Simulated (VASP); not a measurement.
# TaSi2 (P6_222) in VASP: notebook, part 2 of 2

VASP 6.6.1. The steps go on from the part before.

### Step 3. Relaxation of cell and atoms, LDA

This run uses another cell than the first one, of 14.43 Å³/atom.

File INCAR:

```
PREC = Accurate
ENCUT = 600
EDIFF = 1E-6
ISMEAR = -1
SIGMA = 0.05
LREAL = F
LASPH = T
NELM = 80
ALGO = Normal
ISIF = 3
LWAVE = F
LCHARG = F
IBRION = 2
NSW = 60
EDIFFG = -0.01
```

File KPOINTS:

```
regular mesh
0
Gamma
  5 5 3
```

File POSCAR:

```
TaSi2
1.0
    4.7800000000      0.0000000000      0.0000000000
   -2.3900000000      4.1396014301      0.0000000000
    0.0000000000      0.0000000000      6.5640000000
Ta Si
3 6
Direct
    0.0000000000      0.5000000000      0.1666666667
    0.5000000000      0.5000000000      0.8333333333
    0.5000000000      0.0000000000      0.5000000000
    0.3333000000      0.1666500000      0.1666666667
    0.1666500000      0.8333500000      0.8333333333
    0.8333500000      0.6667000000      0.5000000000
    0.6667000000      0.8333500000      0.1666666667
    0.8333500000      0.1666500000      0.8333333333
    0.1666500000      0.3333000000      0.5000000000
```

Potentials or basis: VASP PAW LDA potentials, release 64 (Ta_pv, Si).

Command:

```console
cat potpaw_LDA.64/Ta_pv/POTCAR potpaw_LDA.64/Si/POTCAR > POTCAR
mpirun -np 1 vasp_std > vasp.out
```

OUTCAR:

```text
PREC = Accurate
   ENCUT = 600
   EDIFF = 1E-6
   ISMEAR = -1
   LREAL = F
   LASPH = T
   NELM = 80
   ISIF = 3
   IBRION = 2
   NSW = 60
   EDIFFG = -0.01

 ion  position               nearest neighbor table
   1  0.000  0.500  0.167-   6 2.59   9 2.59   8 2.59   5 2.59   4 2.76   7 2.76   4 2.76   7 2.76
                             7 2.76   4 2.76   3 3.24   3 3.24   2 3.24   2 3.24
   2  0.500  0.500  0.833-   6 2.59   9 2.59   7 2.59   4 2.59   5 2.76   8 2.76   5 2.76   8 2.76
                             8 2.76   5 2.76   3 3.24   3 3.24   1 3.24   1 3.24
   3  0.500  0.000  0.500-   4 2.59   7 2.59   5 2.59   8 2.59   9 2.76   6 2.76   9 2.76   6 2.76
                             9 2.76   6 2.76   2 3.24   1 3.24   2 3.24   1 3.24
   4  0.333  0.167  0.167-   9 2.59   5 2.59   3 2.59   2 2.59   7 2.76   1 2.76   1 2.76   1 2.76
                             7 2.76   7 2.76
   5  0.167  0.833  0.833-   6 2.59   4 2.59   3 2.59   1 2.59   8 2.76   2 2.76   2 2.76   2 2.76
                             8 2.76   8 2.76
   6  0.833  0.667  0.500-   5 2.59   7 2.59   1 2.59   2 2.59   9 2.76   3 2.76   3 2.76   3 2.76
                             9 2.76   9 2.76
[... 324 lines left out ...]
 number of electron      56.9999999 magnetization

------------------------ aborting loop because EDIFF is reached ----------------------------------------
[... 81 lines left out ...]
--------------------------------------- Ionic step       10  -------------------------------------------

 number of electron      56.9999999 magnetization

 Free energy of the ion-electron system (eV)
  ---------------------------------------------------
  ext. energy  EPLUGINS =         0.00000000
  ---------------------------------------------------
  free energy    TOTEN  =       -79.31622560 eV

  energy without entropy =      -79.28768341  energy(sigma->0) =      -79.30195451

 E-fermi :   9.5819     XC(G=0): -12.3069

 val. band max:        9.5514318242   @ k =   0.4000   0.2000   0.3333
 cond. band min:       9.6626599280   @ k =   0.2000   0.0000   0.3333
 fundamental gap:      0.1112281038
 Fermi energy:         9.5818541752

 k-point     1 :       0.0000    0.0000    0.0000
  band No.  band energies     occupation
      1     -24.5333      2.00000
      2     -24.5333      2.00000
      3     -24.5208      2.00000
      4     -24.4479      2.00000
      5     -24.4479      2.00000
      6     -24.3508      2.00000
[... 395 lines left out ...]
  FREE ENERGIE OF THE ION-ELECTRON SYSTEM (eV)
  ---------------------------------------------------
  free  energy   TOTEN  =       -79.3162256048 eV

  energy  without entropy=      -79.2876834109  energy(sigma->0) =      -79.30195451

 reached required accuracy - stopping structural energy minimisation
```

Wall time 8.8 min (1 thread of Intel Xeon 8259CL, shared host); peak memory 0.26 GiB.

What came out:

- Free energy: -79.3162 eV
- Relaxed volume: 14.10 Å³/atom
- Relaxed cell: a = 4.745 Å, b = 4.745 Å, c = 6.507 Å, α = 90.00°, β = 90.00°, γ = 120.00°
- Space group after relaxing (to 0.1 Å): P6_222 (No. 180)
- Energy gained by relaxing: 20.2 meV/atom
- Ionic steps: 10
- Pressure after relaxing: 0.0 GPa
- Largest force after relaxing: 0.007 eV/Å
- Band gap on the k mesh: zero (an odd number of electrons rules out a gap without spin polarisation)

Forces on the atoms (eV/Å):
```
Ta   0.000  0.000  0.000
Ta   0.000  0.000  0.000
Ta   0.000  0.000  0.000
Si  -0.006 -0.003  0.000
Si  -0.006  0.003  0.000
Si   0.000  0.007  0.000
Si   0.006  0.003  0.000
Si   0.006 -0.003  0.000
Si   0.000 -0.007  0.000
```

Step by step:
```tsv
step	energy change (eV)	largest force (eV/Å)	pressure (GPa)	volume (Å³)
1	0.0000	0.7177	-4.02	129.88
2	-0.0803	0.3672	6.38	123.20
3	-0.1102	0.5074	2.58	125.41
4	-0.1720	0.0154	0.30	126.56
5	-0.1724	0.0256	0.45	126.48
6	-0.1808	0.0227	-0.50	127.22
7	-0.1808	0.0230	-0.47	127.19
8	-0.1806	0.0141	0.56	126.60
9	-0.1813	0.0190	0.00	126.92
10	-0.1814	0.0066	0.01	126.90
```

Final structure:
```yaml
crystal:
  lattice:
    - [4.74526, 0.00000, 0.00000]
    - [-2.37263, 4.10952, 0.00000]
    - [0.00000, 0.00000, 6.50748]
  atoms:
    - { symbol: Ta, position: [0.00000, 0.50000, 0.16667] }
    - { symbol: Ta, position: [0.50000, 0.50000, 0.83333] }
    - { symbol: Ta, position: [0.50000, 0.00000, 0.50000] }
    - { symbol: Si, position: [0.31825, 0.15912, 0.16667] }
    - { symbol: Si, position: [0.15912, 0.84088, 0.83333] }
    - { symbol: Si, position: [0.84088, 0.68175, 0.50000] }
    - { symbol: Si, position: [0.68175, 0.84088, 0.16667] }
    - { symbol: Si, position: [0.84088, 0.15912, 0.83333] }
    - { symbol: Si, position: [0.15912, 0.31825, 0.50000] }
```

Caveat: spin-orbit coupling is left out, which moves the levels of the heavy elements.

### Step 4. Single point, r2SCAN+U

This run uses another cell than the first one, of 14.43 Å³/atom.

POSCAR is that of step 3.

File INCAR.step1:

```
SYSTEM = TaSi2
PREC = Accurate
ENCUT = 520
ISMEAR = -1
SIGMA = 0.05
LREAL = .FALSE.
LASPH = .TRUE.
NELM = 150
LMAXMIX = 4
LDAU = .TRUE.
LDAUTYPE = 2
LDAUL = 2 -1
LDAUU = 8 0
LDAUJ = 0 0
NBANDS = 38
GGA = PE
ALGO = Normal
EDIFF = 1E-4
LWAVE = .TRUE.
LCHARG = .FALSE.
```

File INCAR.step2:

```
SYSTEM = TaSi2
PREC = Accurate
ENCUT = 520
EDIFF = 1E-6
ISMEAR = -1
SIGMA = 0.05
LREAL = .FALSE.
LASPH = .TRUE.
NELM = 150
ALGO = Normal
ISIF = 2
LWAVE = .FALSE.
LCHARG = .FALSE.
LMAXMIX = 4
LDAU = .TRUE.
LDAUTYPE = 2
LDAUL = 2 -1
LDAUU = 8 0
LDAUJ = 0 0
LDAUPRINT = 1
METAGGA = R2SCAN
LMIXTAU = .TRUE.
NBANDS = 38
ISTART = 1
```

File KPOINTS:

```
Automatic mesh
0
G
  5 5 3
  0 0 0
```

Potentials or basis: VASP PAW PBE potentials, release 64 (Ta_pv, Si).

Command:

```console
cat potpaw_PBE.64/Ta_pv/POTCAR potpaw_PBE.64/Si/POTCAR > POTCAR
cp INCAR.step1 INCAR
mpirun -np 1 vasp_std > vasp.out
cp INCAR.step2 INCAR
mpirun -np 1 vasp_std > vasp.out
```

Run time: 6.4 min. Hardware: 1 thread of Intel Xeon 8259CL, shared host; peak memory 0.27 GiB.

The run converged. Its results:

* Free energy: -180.2268 eV
* Pressure: 13.0 GPa
* Largest force: 1.065 eV/Å
* Band gap on the k mesh: zero (an odd number of electrons rules out a gap without spin polarisation)

Forces in eV/Å, atoms in the order of the input:
```
Ta   0.000  0.000  0.000
Ta   0.000  0.000  0.000
Ta   0.000  0.000  0.000
Si  -0.922 -0.532  0.000
Si  -0.922  0.532  0.000
Si   0.000  1.065  0.000
Si   0.922  0.532  0.000
Si   0.922 -0.532  0.000
Si   0.000 -1.065  0.000
```

Stress tensor (GPa, compression positive):
```
12.87  0.00  0.00
 0.00 12.87  0.00
 0.00  0.00 13.39
```

Levels at points of the mesh, in eV from the Fermi level:
| k point | band 25 | band 26 | band 27 | band 28 | band 29 | band 30 | band 31 | band 32 | band 33 | band 34 |
| --- | --- | --- | --- | --- | --- | --- | --- | --- | --- | --- |
| (0.00, 0.00, 0.00) | -2.84 | -2.83 | -2.76 | -2.76 | -2.68 | 0.62 | 2.90 | 2.90 | 3.56 | 3.71 |

Eigenvalues of the final occupation matrices:
| site | spin | trace | eigenvalues |
| --- | --- | --- | --- |
| site 1 d | 1 | 1.12 | 0.20 0.21 0.21 0.22 0.27 |
| site 1 d | 2 | 1.12 | 0.20 0.21 0.21 0.22 0.27 |
| site 2 d | 1 | 1.12 | 0.20 0.21 0.21 0.22 0.27 |
| site 2 d | 2 | 1.12 | 0.20 0.21 0.21 0.22 0.27 |
| site 3 d | 1 | 1.12 | 0.20 0.21 0.21 0.22 0.27 |
| site 3 d | 2 | 1.12 | 0.20 0.21 0.21 0.22 0.27 |

Caveat: the cell stands under pressure; the PAW data sets were made with another functional, which shifts forces and pressure a little; spin-orbit coupling is left out, which moves the levels of the heavy elements; U without spin polarisation on a metal has little footing; the U is typed as a test and isn't derived for this compound.

### Step 5. The runs side by side

| task | level | potentials or basis | U | cell | cutoff (eV) | gap on the mesh (eV) | pressure (GPa) | largest force (eV/Å) |
| --- | --- | --- | --- | --- | --- | --- | --- | --- |
| single point | LDA | VASP PAW LDA potentials, release 64 (Ta_pv, Si) | - | a = 4.740, b = 4.740, c = 6.500 Å, angles 90.0, 90.0, 120.0°, 9 atoms, atomic positions A | 520 | none | 0.7 | 0.01 |
| relaxation of cell and atoms | LDA | VASP PAW LDA potentials, release 64 (Ta_pv, Si) | - | relaxed from a = 4.780, b = 4.780, c = 6.564 Å, angles 90.0, 90.0, 120.0°, 9 atoms, atomic positions B | 600 | none | 0.0 | 0.01 |
| single point | r2SCAN+U | VASP PAW PBE potentials, release 64 (Ta_pv, Si) | Ta d U = 8.0 eV | a = 4.780, b = 4.780, c = 6.564 Å, angles 90.0, 90.0, 120.0°, 9 atoms, atomic positions B | 520 | none | 13.0 | 1.06 |

Alike in all rows: no spin polarisation; k mesh 5 × 5 × 3; smearing fermi-dirac 0.05 eV.

Caveats: spin-orbit coupling is left out, which moves the levels of the heavy elements; the cell stands under pressure (at least some runs); the PAW data sets were made with another functional, which shifts forces and pressure a little (at least some runs); U without spin polarisation on a metal has little footing (at least some runs); the U is typed as a test and isn't derived for this compound (at least some runs).

Total energies depend on the potentials used, so only differences within one code and one set of settings carry meaning.

The gap in the log of VASP goes by the Fermi energy; the results here count the filled bands.